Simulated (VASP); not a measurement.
# ZnS (P6_3mc) in VASP: a series of runs

ZnS is run at these levels: PBE; tasks: single point.

Everything below comes from runs of VASP 6.6.1. Logs are shortened: lines on timing, memory, paths and dates and some standing lists are left out, and cuts for length are marked.

## 1. The cell of the first run

It takes space group P6_3mc (No. 186, hexagonal). Conventional cell: a = 3.846 Å, b = 3.846 Å, c = 6.304 Å, α = 90.00°, β = 90.00°, γ = 120.00°. Within 2.8 Å of Zn (site symmetry 3m) lie 4 S at 2.11 to 2.45 Å. S (site symmetry 3m) has 4 Zn at 2.11 to 2.45 Å within 2.8 Å.

## 2. Single point, PBE (c/a of the conventional cell at fixed volume 1.6392)

Input file INCAR:

```
PREC     = Accurate       # precision mode
ENCUT    = 520            # plane-wave cutoff, eV
EDIFF    = 1E-6           # SCF threshold, eV
ISMEAR   = 0              # smearing method
SIGMA    = 0.05           # smearing width, eV
LREAL    = F              # projectors in reciprocal space
LASPH    = T              # aspherical terms in the spheres
NELM     = 80             # most SCF steps
ALGO     = Normal         # electronic algorithm
ISIF     = 2              # what is computed and relaxed
LWAVE    = F              # write WAVECAR
LCHARG   = T              # write CHGCAR
GGA      = PE             # functional
LELF     = T              # ELF
LVHAR    = T            
NBANDS   = 26             # bands
```

Input file KPOINTS:

```
Automatic mesh
0
Gamma
  9 9 4
```

Input file POSCAR:

```
ZnS
1.0
    3.8455587367      0.0000000000      0.0000000000
   -1.9227793683      3.3303515577      0.0000000000
    0.0000000000      0.0000000000      6.3037246770
Zn S
2 2
Direct
    0.3333333333      0.6666666667      0.0052003725
    0.6666666667      0.3333333333      0.5052003725
    0.3333333333      0.6666666667      0.3401405350
    0.6666666667      0.3333333333      0.8401405350
```

Potentials or basis: VASP PAW PBE potentials, release 64 (Zn, S).

Command:

```console
> cat potpaw_PBE.64/Zn/POTCAR potpaw_PBE.64/S/POTCAR > POTCAR
> mpirun -np 1 vasp_std > vasp.out
```

OUTCAR:

```text
PREC = Accurate
   ENCUT = 520
   EDIFF = 1E-6
   ISMEAR = 0
   LREAL = F
   LASPH = T
   NELM = 80
   ISIF = 2
   GGA = PE

 ion  position               nearest neighbor table
   1  0.333  0.667  0.005-   3 2.11   4 2.45   4 2.45   4 2.45
   2  0.667  0.333  0.505-   4 2.11   3 2.45   3 2.45   3 2.45
   3  0.333  0.667  0.340-   1 2.11   2 2.45   2 2.45   2 2.45
   4  0.667  0.333  0.840-   2 2.11   1 2.45   1 2.45   1 2.45

  LATTYP: Found a hexagonal cell.
 ALAT       =     3.8455587367
 C/A-ratio  =     1.6392220503

  Lattice vectors:

 A1 = (   3.8455587367,   0.0000000000,   0.0000000000)
 A2 = (  -1.9227793683,   3.3303515577,   0.0000000000)
 A3 = (   0.0000000000,   0.0000000000,   6.3037246770)

Analysis of symmetry for initial positions (statically):
=====================================================================
 Subroutine PRICEL returns:
 Original cell was already a primitive cell.

 Routine SETGRP: Setting up the symmetry group for a
 hexagonal supercell.

 Subroutine GETGRP returns: Found 12 space group operations
 (whereof  6 operations were pure point group operations)
 out of a pool of 24 trial point group operations.

The static configuration has the point symmetry C_3v.
 The point group associated with its full space group is C_6v.

Analysis of symmetry for dynamics (positions and initial velocities):
=====================================================================
 Subroutine PRICEL returns:
 Original cell was already a primitive cell.

 Routine SETGRP: Setting up the symmetry group for a
 hexagonal supercell.

 Subroutine GETGRP returns: Found 12 space group operations
 (whereof  6 operations were pure point group operations)
 out of a pool of 24 trial point group operations.

The dynamic configuration has the point symmetry C_3v.
 The point group associated with its full space group is C_6v.

 Subroutine INISYM returns: Found 12 space group operations
 (whereof  6 operations are pure point group operations),
 and found     1 'primitive' translations

----------------------------------------------------------------------------------------

                                     Primitive cell

  volume of cell :      80.7322

  direct lattice vectors                    reciprocal lattice vectors
     3.845558737  0.000000000  0.000000000     0.260040236  0.150134300  0.000000000
    -1.922779368  3.330351558  0.000000000     0.000000000  0.300268600  0.000000000
[... 83 lines left out ...]
   ISPIN  =      1    spin polarized calculation?
   LNONCOLLINEAR =      F non collinear calculations
   LSORBIT =      F    spin-orbit coupling
   LASPH  =      T    aspherical Exc in radial PAW
   ENCUT  =  520.0 eV  38.22 Ry    6.18 a.u.   7.15  7.15 11.72*2*pi/ulx,y,z
   NELM   =     80;   NELMIN=  2; NELMDL= -5     # of ELM steps
   EDIFF  = 0.1E-05   stopping-criterion for ELM
   LREAL  =      F    real-space projection
   EDIFFG = 0.1E-04   stopping-criterion for IOM
   NSW    =      0    number of steps for IOM
   IBRION =     -1    ionic relax: 0-MD 1-quasi-New 2-CG
   NFREE  =      0    steps in history (QN), initial steepest desc. (CG)
   ISIF   =      2    stress and relaxation
   ISYM   =      2    0-nonsym 1-usesym 2-fastsym
   POTIM  = 0.5000    time-step for ionic-motion
   TEBEG  =    0.0;   TEEND  =   0.0 temperature during run
   PSTRESS=    0.0 pullay stress
   NELECT =      36.0000    total number of electrons
   NUPDOWN=      -1.0000    fix difference up-down
   EMIN   =  10.00;   EMAX   =-10.00  energy-range for DOS
   EFERMI =   0.00;   METHOD = LEGACY
   ISMEAR =     0;   SIGMA  =   0.05  broadening in eV -4-tet -1-fermi 0-gaus
   EFERMI_NEDOS =   21; number of points for ismear=-14 and -15
   IALGO  =     38    algorithm
   IMIX   =      4    mixing-type and parameters
     AMIX     =   0.40;   BMIX     =  1.00
     AMIX_MAG =   1.60;   BMIX_MAG =  1.00
  volume/ion in A,a.u.               =      20.18       136.20
  Fermi-wavevector in a.u.,A,eV,Ry     =   1.250720  2.363518 21.283599  1.564300
  Thomas-Fermi vector in A             =   2.384701
   LORBIT       =      0    0 simple, 1 ext, 2 COOP (PROOUT), +10 PAW based schemes
   GGA     = PE    functional components
   LHFCALC =     F    Hartree Fock is set to
   AEXX    =    0.0000 exact exchange contribution
   IVDW    =     0    specifies the selected vdW correction
   LEPSILON=     F    determine dielectric tensor
   LRPA    =     F    only Hartree local field effects (RPA)
 non-spin polarized calculation
 Gauss-broadening in eV      SIGMA  =   0.05
  energy-cutoff  :      520.00
  volume of cell :       80.73
 maximum number of plane-waves:      2208
 NGX is ok and might be reduce to    30
   NGX = 15   NGY = 15   NGZ = 23

 number of electron      36.0000013 magnetization

 Free energy of the ion-electron system (eV)
  ---------------------------------------------------
  ext. energy  EPLUGINS =         0.00000000
  ---------------------------------------------------
  free energy    TOTEN  =       -13.20649802 eV

  energy without entropy =      -13.20649802  energy(sigma->0) =      -13.20649802

 E-fermi :   2.2735     XC(G=0):  -9.5191

 val. band max:        2.0274727219   @ k =   0.0000   0.0000   0.0000
 cond. band min:       3.9973923541   @ k =   0.0000   0.0000   0.0000
 fundamental gap:      1.9699196322
 Fermi energy:         2.2734585052

 k-point     1 :       0.0000    0.0000    0.0000
  band No.  band energies     occupation
      1     -11.1661      2.00000
      2     -10.1980      2.00000
      3      -4.6747      2.00000
      4      -4.3770      2.00000
      5      -4.3770      2.00000
      6      -4.2012      2.00000
[... 685 lines left out ...]
     25      11.9584      0.00000
     26      12.1682      0.00000

 [... further k-points ...]
[... 5 lines left out ...]
  --------------------------------------------------------------------------------------
  -------------------------------------------------------------------------------------
  Total       -1.1779079     -1.1779079      6.4515174     -0.0000000      0.0000000      0.0000000
  in kB      -23.3762669    -23.3762669    128.0341098     -0.0000000      0.0000000      0.0000000
  external PRESSURE =      27.0938586 kB  Pullay stress =       0.0000000 kB

 VOLUME and BASIS-vectors are now :
 -----------------------------------------------------------------------------
  energy-cutoff  :      520.00
  volume of cell :       80.73
      direct lattice vectors                 reciprocal lattice vectors
     3.845558737  0.000000000  0.000000000     0.260040236  0.150134300  0.000000000
    -1.922779368  3.330351558  0.000000000     0.000000000  0.300268600  0.000000000
     0.000000000  0.000000000  6.303724677     0.000000000  0.000000000  0.158636370

 POSITION                                       TOTAL-FORCE (eV/Angst)
 -----------------------------------------------------------------------------------
     -0.00000      2.22023      0.03278         0.000000      0.000000     -2.343662
      1.92278      1.11012      3.18464        -0.000000     -0.000000     -2.343662
     -0.00000      2.22023      2.14415         0.000000      0.000000      2.343662
      1.92278      1.11012      5.29601         0.000000     -0.000000      2.343662
 -----------------------------------------------------------------------------------
    total drift:                               -0.000000     -0.000000      0.001740

  FREE ENERGIE OF THE ION-ELECTRON SYSTEM (eV)
  ---------------------------------------------------
  free  energy   TOTEN  =       -13.2064980167 eV

  energy  without entropy=      -13.2064980167  energy(sigma->0) =      -13.20649802
```

stdout:

```text
POSCAR found type information on POSCAR ZnS
 POSCAR found :  2 types and       4 ions
 scaLAPACK will be used
 LDA part: xc-table for (Slater+PW92), standard interpolation
 POSCAR, INCAR and KPOINTS ok, starting setup
 FFT: planning ... GRIDC
 FFT: planning ... GRID_SOFT
 FFT: planning ... GRID
 WAVECAR not read
 entering main loop
```

Wall time 61 s (1 thread of Intel Xeon Platinum 8259CL at 2.50GHz (Skylake/Cascade Lake), shared host); peak memory 0.22 GiB.

Results:

```yaml
Free_energy: -13.2065 eV
Pressure: 2.7 GPa
Largest_force: 2.344 eV/Å
Band_gap_on_the_k_mesh: 1.97 eV, direct
```

Forces on the atoms (eV/Å):
```
Zn   0.000  0.000 -2.344
Zn   0.000  0.000 -2.344
S    0.000  0.000  2.344
S    0.000  0.000  2.344
```

Stress tensor (GPa, compression positive):
```
-2.34  0.00  0.00
 0.00 -2.34  0.00
 0.00  0.00 12.80
```

Caveat: forces of over 1 eV/Å act on the atoms, so gaps and moduli don't describe the material at rest.

## 3. Single point, PBE (c/a of the conventional cell at fixed volume 1.4207)

Input file INCAR:

```
SYSTEM = ZnS
ALGO = Normal
EDIFF = 1E-7
ENCUT = 520
GGA = PE
ISIF = 2
ISMEAR = 0
LASPH = .TRUE.
LCHARG = .FALSE.
LREAL = .FALSE.
LWAVE = .FALSE.
NBANDS = 26
NELM = 80
PREC = Accurate
SIGMA = 0.05
```

Input file KPOINTS:

```
k-points
0
G
  9 9 4
  0 0 0
```

Input file POSCAR:

```
ZnS
1.0
    4.0333996051      0.0000000000      0.0000000000
   -2.0166998025      3.4930265216      0.0000000000
    0.0000000000      0.0000000000      5.7302508189
Zn S
2 2
Direct
    0.3333333333      0.6666666667      0.0052003725
    0.6666666667      0.3333333333      0.5052003725
    0.3333333333      0.6666666667      0.4194587200
    0.6666666667      0.3333333333      0.9194587200
```

Potentials or basis: VASP PAW PBE potentials, release 64 (Zn, S).

Command:

```console
> cat potpaw_PBE.64/Zn/POTCAR potpaw_PBE.64/S/POTCAR > POTCAR
> mpirun -np 1 vasp_std > vasp.out
```

It took 61 s on 1 thread of Intel Xeon Platinum 8259CL at 2.50GHz (Skylake/Cascade Lake), shared host; peak memory 0.23 GiB.

Results (log left out):

* Free energy: -13.3878 eV
* Pressure: -0.1 GPa
* Largest force: 0.241 eV/Å
* Band gap on the k mesh: 1.50 eV, direct

Forces on the atoms (eV/Å):
```
Zn   0.000  0.000  0.241
Zn   0.000  0.000  0.241
S    0.000  0.000 -0.241
S    0.000  0.000 -0.241
```

Stress tensor (GPa, compression positive):
```
-3.12  0.00  0.00
 0.00 -3.12  0.00
 0.00  0.00  5.79
```

Levels at points of the mesh, in eV from the valence-band top:
```
           k point  band 14  band 15  band 16  band 17  band 18  band 19  band 20  band 21  band 22  band 23
(0.00, 0.00, 0.00)    -1.45    -1.45    -0.36    -0.36     0.00     1.50     1.82     5.59     5.59     7.19
(0.00, 0.00, 0.50)    -2.47    -0.92    -0.92    -0.92    -0.92     2.78     2.78     5.96     5.96     5.96
```

 A k mesh can miss the band edges.
